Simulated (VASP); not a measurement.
Crystal: Rb2Cd.

```
Rb Cd
1.0
     0.00000    4.74546    4.74546
     4.74546    0.00000    4.74546
     4.74546    4.74546    0.00000
Rb Cd
4 2
Direct
  0.62500 0.62500 0.62500
  0.12500 0.62500 0.62500
  0.62500 0.62500 0.12500
  0.62500 0.12500 0.62500
  0.00000 0.00000 0.00000
  0.25000 0.25000 0.25000
```

| Item | Value |
| --- | --- |
| Program | VASP 6.6.1 |
| Task | relaxation of cell and atoms |
| Functional | PBE |
| Potentials or basis | VASP PAW PBE potentials, release 64 (Rb_sv, Cd) |
| Cutoff | 600 eV |
| k mesh | 4 × 4 × 4 |
| Occupations | gaussian, width 0.1 eV |
| Spin | no spin polarisation |

At the start: pressure 4.5 GPa; volume 35.62 Å³/atom.

How do energy, volume and symmetry change on relaxing?

Over 6 steps the energy falls by 287.7 meV/atom and the volume is 70.38 Å³/atom (+97.6 %); space group Fd-3m (No. 227, to 0.1 Å) before and after.

Step by step:
```
step  energy change (eV)  largest force (eV/Å)  pressure (GPa)  volume (Å³)
   1              0.0000                0.0000            4.47       213.73
   2             -0.6852                0.0000            2.62       246.01
   3             -1.4750                0.0000            0.94       322.33
   4             -1.6524                0.0000           -0.22       519.27
   5             -1.7161                0.0000           -0.11       459.59
   6             -1.7262                0.0000            0.03       422.30
```

Final structure:
```
Rb Cd
1.0
     0.00000    5.95475    5.95475
     5.95475    0.00000    5.95475
     5.95475    5.95475    0.00000
Rb Cd
4 2
Direct
  0.62500 0.62500 0.62500
  0.12500 0.62500 0.62500
  0.62500 0.62500 0.12500
  0.62500 0.12500 0.62500
  0.00000 0.00000 0.00000
  0.25000 0.25000 0.25000
```

Caveat: the volume moved by over 15 % at a fixed basis, so the end points are rough.
